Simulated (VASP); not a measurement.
Input of a VASP 6.6.1 run:

INCAR

```
PREC = Accurate ; ENCUT = 520
EDIFF = 1E-6 ; ISMEAR = -1
SIGMA = 0.01 ; LREAL = F
LASPH = T ; NELM = 60
ALGO = Normal ; ISIF = 2
LWAVE = F ; LCHARG = F
GGA = PE ; NBANDS = 16
```

Contents of KPOINTS:

```
Automatic mesh
0
Gamma
  8 8 8
```

File POSCAR:

```
ZnS
1.0
    0.0000000000      2.7402415815      2.7402415815
    2.7402415815      0.0000000000      2.7402415815
    2.7402415815      2.7402415815      0.0000000000
Zn S
1 1
Direct
    0.0000000000      0.0000000000      0.0000000000
    0.7500000000      0.7500000000      0.7500000000
```

Potentials or basis: VASP PAW PBE potentials, release 64 (Zn, S).

Launch:

```console
$ cat potpaw_PBE.64/Zn/POTCAR potpaw_PBE.64/S/POTCAR > POTCAR
$ mpirun -np 1 vasp_std > vasp.out
```

Q: Predict the band gap on the k mesh.

A: 1.93 eV, direct.

Q: Predict the pressure.

A: -1.2 GPa.
